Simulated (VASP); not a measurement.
# SnSe (Imm2) in VASP: a series of runs

SnSe is run at these levels: LDA; tasks: single point.

Program: VASP 6.6.1. These are calculated values, not measurements. Logs are shortened: lines on timing, memory, paths and dates and some standing lists are left out, and cuts for length are marked.

### 1 The cell of the first run

The structure is orthorhombic, space group Imm2 (No. 44). Conventional cell: a = 4.257 Å, b = 6.020 Å, c = 4.257 Å, α = 90.00°, β = 90.00°, γ = 90.00°. Within 3.9 Å of Sn (site symmetry mm2) lie 6 Se at 2.96 to 3.06 Å. Se (site symmetry mm2) has 6 Sn at 2.96 to 3.06 Å within 3.9 Å.

### 2 Single point, LDA

INCAR reads:

```
SYSTEM = SnSe
ALGO     = Normal         ! electronic algorithm
EDIFF    = 1E-7           ! SCF threshold, eV
ENCUT    = 520            ! plane-wave cutoff, eV
GGA      = CA             ! functional
ISIF     = 2              ! what is computed and relaxed
ISMEAR   = 0              ! smearing method
LASPH    = .TRUE.         ! aspherical terms in the spheres
LCHARG   = .FALSE.        ! write CHGCAR
LREAL    = .FALSE.        ! projectors in reciprocal space
LWAVE    = .FALSE.        ! write WAVECAR
NBANDS   = 17             ! bands
NELM     = 80             ! most SCF steps
PREC     = Accurate       ! precision mode
SIGMA    = 0.05           ! smearing width, eV
```

KPOINTS reads:

```
k-points
0
G
  8 8 8
  0 0 0
```

POSCAR reads:

```
SnSe
1.0
    0.0000000000      3.0100000000      3.0100000000
    3.0100000000      0.0000000000      3.0100000000
    3.0100000000      3.0100000000      0.0000000000
Sn Se
1 1
Direct
   -0.0176189397      0.0000000000      0.0000000000
    0.5000000000      0.5000000000      0.5000000000
```

Potentials or basis: VASP PAW LDA potentials, release 64 (Sn_d, Se).

The run is started by

```sh
$ cat potpaw_LDA.64/Sn_d/POTCAR potpaw_LDA.64/Se/POTCAR > POTCAR
$ mpirun -np 1 vasp_std > vasp.out
```

OUTCAR:

```text
SYSTEM = SnSe
   EDIFF = 1E-7
   ENCUT = 520
   GGA = CA
   ISIF = 2
   ISMEAR = 0
   LASPH = .TRUE.
   LREAL = .FALSE.
   NELM = 80
   PREC = Accurate

 ion  position               nearest neighbor table
   1  0.982  0.000  0.000-   2 2.96   2 2.96   2 3.01   2 3.01   2 3.06   2 3.06
   2  0.500  0.500  0.500-   1 2.96   1 2.96   1 3.01   1 3.01   1 3.06   1 3.06

  LATTYP: Found a face centered cubic cell.
 ALAT       =     6.0200000000

  Lattice vectors:

 A1 = (   0.0000000000,   3.0100000000,   3.0100000000)
 A2 = (   3.0100000000,   0.0000000000,   3.0100000000)
 A3 = (   3.0100000000,   3.0100000000,   0.0000000000)

Analysis of symmetry for initial positions (statically):
=====================================================================
 Subroutine PRICEL returns:
 Original cell was already a primitive cell.

 Routine SETGRP: Setting up the symmetry group for a
 face centered cubic supercell.

 Subroutine GETGRP returns: Found  4 space group operations
 (whereof  4 operations were pure point group operations)
 out of a pool of 48 trial point group operations.

The static configuration has the point symmetry C_2v.

Analysis of symmetry for dynamics (positions and initial velocities):
=====================================================================
 Subroutine PRICEL returns:
 Original cell was already a primitive cell.

 Routine SETGRP: Setting up the symmetry group for a
 face centered cubic supercell.

 Subroutine GETGRP returns: Found  4 space group operations
 (whereof  4 operations were pure point group operations)
 out of a pool of 48 trial point group operations.

The dynamic configuration has the point symmetry C_2v.

 Subroutine INISYM returns: Found  4 space group operations
 (whereof  4 operations are pure point group operations),
 and found     1 'primitive' translations

----------------------------------------------------------------------------------------

                                     Primitive cell

  volume of cell :      54.5418

  direct lattice vectors                    reciprocal lattice vectors
     0.000000000  3.010000000  3.010000000    -0.166112957  0.166112957  0.166112957
     3.010000000  0.000000000  3.010000000     0.166112957 -0.166112957  0.166112957
     3.010000000  3.010000000  0.000000000     0.166112957  0.166112957 -0.166112957

  length of vectors
     4.256782823  4.256782823  4.256782823     0.287716081  0.287716081  0.287716081

  position of ions in fractional coordinates (direct lattice)
     0.982381060  0.000000000  0.000000000
     0.500000000  0.500000000  0.500000000

  ion indices of the primitive-cell ions
   primitive index   ion index
                 1           1
                 2           2

----------------------------------------------------------------------------------------

 KPOINTS: k-points

Automatic generation of k-mesh.
 Grid dimensions read from file:
 generate k-points for:    8    8    8

 Generating k-lattice:

  Cartesian coordinates                     Fractional coordinates (reciprocal lattice)
    -0.020764120  0.020764120  0.020764120     0.125000000  0.000000000  0.000000000
     0.020764120 -0.020764120  0.020764120     0.000000000  0.125000000  0.000000000
     0.020764120  0.020764120 -0.020764120     0.000000000  0.000000000  0.125000000

  Length of vectors
     0.035964510  0.035964510  0.035964510

  Shift w.r.t. Gamma in fractional coordinates (k-lattice)
     0.000000000  0.000000000  0.000000000

 Subroutine IBZKPT returns following result:
 ===========================================

 Found     95 irreducible k-points:

 Following reciprocal coordinates:
            Coordinates               Weight
  0.000000  0.000000  0.000000      1.000000
  0.125000  0.000000  0.000000      4.000000
  0.000000  0.125000  0.000000      4.000000
  0.250000  0.000000  0.000000      4.000000
  0.000000  0.250000  0.000000      4.000000
  0.375000  0.000000  0.000000      4.000000
[... 16 lines left out ...]
  0.375000 -0.125000 -0.125000      4.000000
 -0.375000  0.125000  0.000000      8.000000
 [... further k-points ...]
   k-points           NKPTS =     95   k-points in BZ     NKDIM =     95   number of bands    NBANDS=     17
   number of dos      NEDOS =    301   number of ions     NIONS =      2
   total plane-waves  NPLWV =  32768
   dimension x,y,z NGX =    32 NGY =   32 NGZ =   32
   dimension x,y,z NGXF=    64 NGYF=   64 NGZF=   64
   ions per type =               1   1
   NGX,Y,Z   is equivalent  to a cutoff of  12.50, 12.50, 12.50 a.u.
   NGXF,Y,Z  is equivalent  to a cutoff of  24.99, 24.99, 24.99 a.u.
 SYSTEM =  SnSe
   PREC   = accura    normal or accurate (medium, high low for compatibility)
   ISTART =      0    job   : 0-new  1-cont  2-samecut
   ICHARG =      2    charge: 1-file 2-atom 10-const
   ISPIN  =      1    spin polarized calculation?
   LNONCOLLINEAR =      F non collinear calculations
   LSORBIT =      F    spin-orbit coupling
[... 98 lines left out ...]
      3     -16.0643      2.00000
      4     -16.0594      2.00000
      5     -16.0591      2.00000
      6      -8.0482      2.00000
[... 9 lines left out ...]
     16      12.6197      0.00000
     17      16.7658      0.00000

 k-point     5 :       0.0000    0.2500    0.0000
  band No.  band energies     occupation
      1     -16.0716      2.00000
      2     -16.0715      2.00000
      3     -16.0643      2.00000
      4     -16.0594      2.00000
      5     -16.0592      2.00000
      6      -8.0468      2.00000
[... 9 lines left out ...]
     16      12.6146      0.00000
     17      16.7165      0.00000

 k-point     6 :       0.3750    0.0000    0.0000
  band No.  band energies     occupation
      1     -16.0746      2.00000
      2     -16.0742      2.00000
      3     -16.0634      2.00000
      4     -16.0547      2.00000
      5     -16.0544      2.00000
      6      -7.6919      2.00000
[... 9 lines left out ...]
     16      14.0913      0.00000
     17      16.7612      0.00000

 k-point     7 :       0.0000    0.3750    0.0000
  band No.  band energies     occupation
      1     -16.0744      2.00000
      2     -16.0744      2.00000
      3     -16.0634      2.00000
      4     -16.0547      2.00000
      5     -16.0545      2.00000
      6      -7.6889      2.00000
[... 9 lines left out ...]
     16      14.0856      0.00000
     17      16.7450      0.00000

 k-point     8 :       0.5000    0.0000    0.0000
  band No.  band energies     occupation
      1     -16.0758      2.00000
      2     -16.0754      2.00000
      3     -16.0631      2.00000
      4     -16.0528      2.00000
      5     -16.0524      2.00000
      6      -7.5170      2.00000
[... 9 lines left out ...]
     16      15.6408      0.00000
     17      15.6531      0.00000
[... 203 lines left out ...]
      1     -16.0774      2.00000
      2     -16.0703      2.00000
      3     -16.0640      2.00000
      4     -16.0569      2.00000
      5     -16.0541      2.00000
      6      -7.7313      2.00000
[... 9 lines left out ...]
     16      14.6790      0.00000
     17      16.6994      0.00000

 k-point    20 :       0.5000    0.1250    0.0000
  band No.  band energies     occupation
      1     -16.0781      2.00000
      2     -16.0731      2.00000
      3     -16.0624      2.00000
      4     -16.0547      2.00000
      5     -16.0520      2.00000
      6      -7.4813      2.00000
[... 9 lines left out ...]
     16      15.7326      0.00000
     17      15.9137      0.00000

 k-point    21 :       0.0000    0.5000    0.1250
  band No.  band energies     occupation
      1     -16.0782      2.00000
      2     -16.0730      2.00000
      3     -16.0622      2.00000
      4     -16.0546      2.00000
      5     -16.0523      2.00000
      6      -7.4782      2.00000
[... 9 lines left out ...]
     16      15.7313      0.00000
     17      15.9073      0.00000

 k-point    22 :       0.1250    0.0000    0.5000
  band No.  band energies     occupation
      1     -16.0782      2.00000
      2     -16.0731      2.00000
      3     -16.0624      2.00000
      4     -16.0546      2.00000
      5     -16.0521      2.00000
      6      -7.4779      2.00000
[... 9 lines left out ...]
     16      15.7228      0.00000
     17      15.8967      0.00000

 k-point    23 :       0.3750   -0.1250   -0.1250
  band No.  band energies     occupation
      1     -16.0784      2.00000
      2     -16.0729      2.00000
      3     -16.0622      2.00000
      4     -16.0545      2.00000
      5     -16.0523      2.00000
      6      -7.4816      2.00000
[... 9 lines left out ...]
     16      15.7250      0.00000
     17      15.9050      0.00000

 k-point    24 :      -0.3750    0.1250    0.0000
  band No.  band energies     occupation
      1     -16.0763      2.00000
      2     -16.0740      2.00000
      3     -16.0621      2.00000
      4     -16.0543      2.00000
      5     -16.0540      2.00000
      6      -7.5395      2.00000
[... 9 lines left out ...]
     16      14.9353      0.00000
     17      16.2574      0.00000

 [... further k-points ...]

------------------------ aborting loop because EDIFF is reached ----------------------------------------

  FORCE on cell =-STRESS in cart. coord.  units (eV):
  Direction    XX          YY          ZZ          XY          YZ          ZX
  --------------------------------------------------------------------------------------
  -------------------------------------------------------------------------------------
  Total       -1.1087343     -1.0842061     -1.0842061      0.0000000      0.0162299      0.0000000
  in kB      -32.5693121    -31.8487905    -31.8487905      0.0000000      0.4767556      0.0000000
  external PRESSURE =     -32.0889644 kB  Pullay stress =       0.0000000 kB

 VOLUME and BASIS-vectors are now :
 -----------------------------------------------------------------------------
  energy-cutoff  :      520.00
  volume of cell :       54.54
      direct lattice vectors                 reciprocal lattice vectors
     0.000000000  3.010000000  3.010000000    -0.166112957  0.166112957  0.166112957
     3.010000000  0.000000000  3.010000000     0.166112957 -0.166112957  0.166112957
     3.010000000  3.010000000  0.000000000     0.166112957  0.166112957 -0.166112957

 POSITION                                       TOTAL-FORCE (eV/Angst)
 -----------------------------------------------------------------------------------
      0.00000      2.95697      2.95697         0.000000     -0.008415     -0.008415
      3.01000      3.01000      3.01000        -0.000000      0.008415      0.008415
 -----------------------------------------------------------------------------------
    total drift:                               -0.000000      0.000160      0.000160

  FREE ENERGIE OF THE ION-ELECTRON SYSTEM (eV)
  ---------------------------------------------------
  free  energy   TOTEN  =        -9.4754092596 eV

  energy  without entropy=       -9.4754092596  energy(sigma->0) =       -9.47540926
```

Run time: 64 s. Hardware: 1 thread of Intel Xeon Platinum 8259CL at 2.50GHz (Skylake/Cascade Lake), shared host; peak memory 0.21 GiB.

Results:

- Free energy: -9.4754 eV
- Pressure: -3.2 GPa
- Largest force: 0.012 eV/Å
- Band gap on the k mesh: 0.62 eV, direct

Forces in eV/Å, atoms in the order of the input:
```
Sn   0.000 -0.008 -0.008
Se   0.000  0.008  0.008
```

Caveat: the cell differs from its parent crystal (all Sn atoms moved +0.075 Å, as atom 1 towards its neighbour atom 1 (Sn) at 4.257 Å); spin-orbit coupling is left out, which moves the levels of the heavy elements. A k mesh can miss the band edges.

### 3 Single point, LDA

INCAR reads:

```
ALGO     = Normal         # electronic algorithm
EDIFF    = 1E-6           # SCF threshold, eV
ENCUT    = 520            # plane-wave cutoff, eV
GGA      = CA             # functional
ISIF     = 2              # what is computed and relaxed
ISMEAR   = 0              # smearing method
LASPH    = True           # aspherical terms in the spheres
LCHARG   = False          # write CHGCAR
LREAL    = False          # projectors in reciprocal space
LWAVE    = False          # write WAVECAR
NBANDS   = 17             # bands
NELM     = 80             # most SCF steps
PREC     = Accurate       # precision mode
SIGMA    = 0.05           # smearing width, eV
```

KPOINTS reads:

```
k-points
0
Gamma
  8 8 8
```

Changes to POSCAR since step 2:

```diff
@@ -8,3 +8,3 @@
 Direct
-   -0.0176189397      0.0000000000      0.0000000000
+   -0.0205554297      0.0000000000      0.0000000000
     0.5000000000      0.5000000000      0.5000000000
```

Potentials or basis: VASP PAW LDA potentials, release 64 (Sn_d, Se).

The run is started by

```sh
$ cat potpaw_LDA.64/Sn_d/POTCAR potpaw_LDA.64/Se/POTCAR > POTCAR
$ mpirun -np 1 vasp_std > vasp.out
```

Wall time 59 s (1 thread of Intel Xeon Platinum 8259CL at 2.50GHz (Skylake/Cascade Lake), shared host); peak memory 0.21 GiB.

The run converged. Its results:

| Quantity | Value |
| --- | --- |
| Free energy | -9.4756 eV |
| Pressure | -3.2 GPa |
| Largest force | 0.012 eV/Å |
| Band gap on the k mesh | 0.61 eV, direct |

Forces on the atoms (eV/Å):
```
Sn   0.000 -0.008 -0.008
Se   0.000  0.008  0.008
```

Stress tensor (GPa, compression positive):
```
-3.22  0.00  0.00
 0.00 -3.12  0.06
 0.00  0.06 -3.12
```

Levels at points of the mesh, in eV from the valence-band top:
```
           k point  band 7  band 8  band 9  band 10  band 11  band 12  band 13  band 14
(0.00, 0.00, 0.00)   -5.09   -2.10   -2.08    -2.07     4.24     4.25     4.31     5.95
(0.50, 0.00, 0.00)   -8.01   -1.85   -1.83    -0.05     0.66     1.28     1.30     8.22
(0.00, 0.50, 0.00)   -8.02   -1.84   -1.84     0.00     0.61     1.30     1.32     8.23
(0.50, 0.50, 0.00)   -6.09   -5.32   -3.54    -3.54     3.04     5.36     5.37     5.97
(0.00, 0.50, 0.50)   -6.03   -5.39   -3.55    -3.51     3.01     5.35     5.41     5.96
```

Caveat: the cell differs from its parent crystal (all Sn atoms moved +0.087 Å, as atom 1 towards its neighbour atom 1 (Sn) at 4.257 Å); spin-orbit coupling is left out, which moves the levels of the heavy elements. A k mesh can miss the band edges.

### 4 Single point, LDA

INCAR reads:

```
PREC = Accurate
ENCUT = 520
EDIFF = 1E-7
ISMEAR = 0
SIGMA = 0.05
LREAL = F
LASPH = T
NELM = 100
ALGO = Normal
ISIF = 2
LWAVE = F
LCHARG = F
NBANDS = 17
```

KPOINTS reads:

```
Automatic mesh
0
Gamma
  8 8 8
```

Changes to POSCAR since step 3:

```diff
@@ -8,3 +8,3 @@
 Direct
-   -0.0205554297      0.0000000000      0.0000000000
+   -0.0088094699      0.0000000000      0.0000000000
     0.5000000000      0.5000000000      0.5000000000
```

The run is started by

```sh
$ cat potpaw_LDA.64/Sn_d/POTCAR potpaw_LDA.64/Se/POTCAR > POTCAR
$ mpirun -np 1 vasp_std > vasp.out
```

Wall time 50 s (1 thread of Intel Xeon Platinum 8259CL at 2.50GHz (Skylake/Cascade Lake), shared host); peak memory 0.21 GiB.

Results (log left out):

```yaml
Free_energy: -9.4750 eV
Pressure: -3.3 GPa
Largest_force: 0.008 eV/Å
Band_gap_on_the_k_mesh: 0.63 eV, direct
```

Forces in eV/Å, atoms in the order of the input:
```
Sn   0.000 -0.006 -0.006
Se   0.000  0.006  0.006
```

Levels at points of the mesh, in eV from the valence-band top:
| k point | band 6 | band 7 | band 8 | band 9 | band 10 | band 11 | band 12 | band 13 | band 14 | band 15 |
| --- | --- | --- | --- | --- | --- | --- | --- | --- | --- | --- |
| (0.00, 0.00, 0.00) | -13.78 | -5.09 | -2.07 | -2.07 | -2.07 | 4.30 | 4.30 | 4.32 | 5.96 | 5.97 |
| (0.50, 0.00, 0.00) | -12.84 | -8.01 | -1.82 | -1.81 | -0.01 | 0.63 | 1.28 | 1.29 | 8.25 | 10.15 |
| (0.00, 0.50, 0.00) | -12.84 | -8.01 | -1.82 | -1.82 | 0.00 | 0.63 | 1.29 | 1.29 | 8.25 | 10.14 |
| (0.50, 0.50, 0.00) | -12.56 | -6.03 | -5.36 | -3.53 | -3.53 | 3.08 | 5.35 | 5.36 | 5.97 | 10.61 |
| (0.00, 0.50, 0.50) | -12.56 | -6.01 | -5.38 | -3.53 | -3.52 | 3.07 | 5.35 | 5.36 | 5.97 | 10.61 |

Caveat: the cell differs from its parent crystal (all Sn atoms moved +0.037 Å, as atom 1 towards its neighbour atom 1 (Sn) at 4.257 Å); spin-orbit coupling is left out, which moves the levels of the heavy elements.

### 5 Single point, LDA

INCAR reads:

```
  PREC = Accurate
  ENCUT = 520
  EDIFF = 1E-7
  ISMEAR = 0
  SIGMA = 0.05
  LREAL = False
  LASPH = True
  NELM = 60
  ALGO = Normal
  ISIF = 2
  LWAVE = False
  LCHARG = False
  NBANDS = 17
```

KPOINTS is that of step 4.

Changes to POSCAR since step 4:

```diff
@@ -8,3 +8,3 @@
 Direct
-   -0.0088094699      0.0000000000      0.0000000000
+   -0.0029364900      0.0000000000      0.0000000000
     0.5000000000      0.5000000000      0.5000000000
```

The run is started by

```sh
$ cat potpaw_LDA.64/Sn_d/POTCAR potpaw_LDA.64/Se/POTCAR > POTCAR
$ mpirun -np 1 vasp_std > vasp.out
```

It took 61 s on 1 thread of Intel Xeon Platinum 8259CL at 2.50GHz (Skylake/Cascade Lake), shared host; peak memory 0.21 GiB.

The run converged. Its results:

| Item | Value |
| --- | --- |
| Free energy | -9.4749 eV |
| Pressure | -3.3 GPa |
| Band gap on the k mesh | 0.63 eV, direct |

Forces on the atoms (eV/Å):
```
Sn   0.000 -0.002 -0.002
Se   0.000  0.002  0.002
```

Levels at points of the mesh, in eV from the valence-band top:
```csv
k point,band 8,band 9,band 10,band 11,band 12,band 13
"(0.00, 0.00, 0.00)",-2.07,-2.07,-2.07,4.31,4.31,4.32
"(0.50, 0.00, 0.00)",-1.81,-1.81,0.00,0.63,1.28,1.28
"(0.00, 0.50, 0.00)",-1.81,-1.81,0.00,0.63,1.28,1.29
"(0.50, 0.50, 0.00)",-5.37,-3.53,-3.53,3.08,5.35,5.35
"(0.00, 0.50, 0.50)",-5.38,-3.53,-3.53,3.08,5.35,5.35
```

Caveat: the cell differs from its parent crystal (all Sn atoms moved +0.013 Å, as atom 1 towards its neighbour atom 1 (Sn) at 4.257 Å); spin-orbit coupling is left out, which moves the levels of the heavy elements. A k mesh can miss the band edges.
